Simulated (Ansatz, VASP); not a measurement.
## One calculation of PbS, two programs

POSCAR

```
PbS
1.0
    2.0554605751     -5.8171216217      0.0000000000
    2.0554605751      5.8171216217      0.0000000000
    0.0000000000      0.0000000000      4.2684057435
Pb S
2 2
Direct
    0.8730525374      0.1269474626      0.7500000000
    0.1269474626      0.8730525374      0.2500000000
    0.6405897530      0.3594102470      0.7500000000
    0.3594102470      0.6405897530      0.2500000000
```

File INCAR.step1:

```
SYSTEM = PbS
ALGO = Normal
EDIFF = 1E-5
ENCUT = 550
GGA = PE
GGA_COMPAT = .FALSE.
ISMEAR = 0
LASPH = .TRUE.
LCHARG = .FALSE.
LREAL = .FALSE.
LWAVE = .TRUE.
NBANDS = 28
NELM = 120
PREC = Accurate
SIGMA = 0.02
```

Contents of INCAR.step2:

```
SYSTEM = PbS
ALGO = Normal
EDIFF = 1E-6
ENCUT = 550
GGA_COMPAT = .FALSE.
ISIF = 2
ISMEAR = 0
ISTART = 1
LASPH = .TRUE.
LCHARG = .FALSE.
LMIXTAU = .TRUE.
LREAL = .FALSE.
LWAVE = .FALSE.
METAGGA = R2SCAN
NBANDS = 28
NELM = 120
PREC = Accurate
SIGMA = 0.02
```

Contents of KPOINTS:

```
k-points
0
G
  8 8 6
  0 0 0
```

Input for Ansatz:

```yaml
crystal:
  lattice:
    - [2.0554605751, -5.8171216217, 0.0]
    - [2.0554605751, 5.8171216217, 0.0]
    - [0.0, 0.0, 4.2684057435]
  atoms:
    - { symbol: Pb, position: [0.8730525374, 0.1269474626, 0.75] }
    - { symbol: Pb, position: [0.1269474626, 0.8730525374, 0.25] }
    - { symbol: S, position: [0.640589753, 0.359410247, 0.75] }
    - { symbol: S, position: [0.359410247, 0.640589753, 0.25] }
basis:
  ecutwfc: 500
kpoints:
  mp_grid: { grid: [8, 8, 6] }
  band_path:
    path:
      - [[0.0, 0.0, 0.0], [-0.5, 0.5, 0.0], [-0.28121347, 0.71878653, 0.0]]
      - [[0.28121347, 0.28121347, 0.0], [0.0, 0.0, 0.0], [0.0, 0.0, 0.5], [0.28121347, 0.28121347, 0.5]]
      - [[-0.28121347, 0.71878653, 0.5], [-0.5, 0.5, 0.5], [-0.5, 0.5, 0.0]]
      - [[0.0, 0.0, 0.0], [0.0, 0.5, 0.0], [0.0, 0.5, 0.5], [0.0, 0.0, 0.5], [-0.5, 0.5, 0.5]]
    npoints: 14
hamiltonian:
  xc: r2scan
scf:
  occupations: { method: gaussian, width: 0.02 }
  n_extra_bands: 10
output:
  forces: true
  stress: true
  eigenvalues: true
  populations: true
  dos: { projected: true, de: 0.02, nscf_kmesh: { grid: [12, 12, 9] } }
  bader: true
  write_density: true
  write_potential: true
  elf: true
  volumetric_format: npy
```

Alike in both runs: task single point; functional r2SCAN; k mesh 8 × 8 × 6; occupations gaussian, width 0.02 eV; no spin polarisation.

```csv
,VASP,Ansatz
version,VASP 6.6.1,Ansatz 0.2.0
potentials or method,"VASP PAW PBE potentials, release 64 (Pb_d, S), cutoff 550 eV","scalar-relativistic, plane waves, PAW"
valence electrons in the cell,40,40
```

VASP gave:

- gap on the k mesh at the Fermi level (eV): 1.48
- least direct gap on the mesh (eV): 1.63
- pressure (GPa): 1.2
- traceless stress, the component that is largest in VASP (GPa): -0.30
- rms of the force components (eV/Å): 0.065

Q: Which values does Ansatz return?

A: gap on the k mesh at the Fermi level (eV): 1.48; least direct gap on the mesh (eV): 1.62; pressure (GPa): 1.2; traceless stress, the component that is largest in VASP (GPa): -0.30; rms of the force components (eV/Å): 0.070.

VASP's potentials were made for PBE, not for r2SCAN. Atom by atom the forces differ by 0.005 eV/Å (rms over components). The functional is the same, so the differences come from potentials, cutoffs and numerics.

Spin-orbit coupling is off throughout.
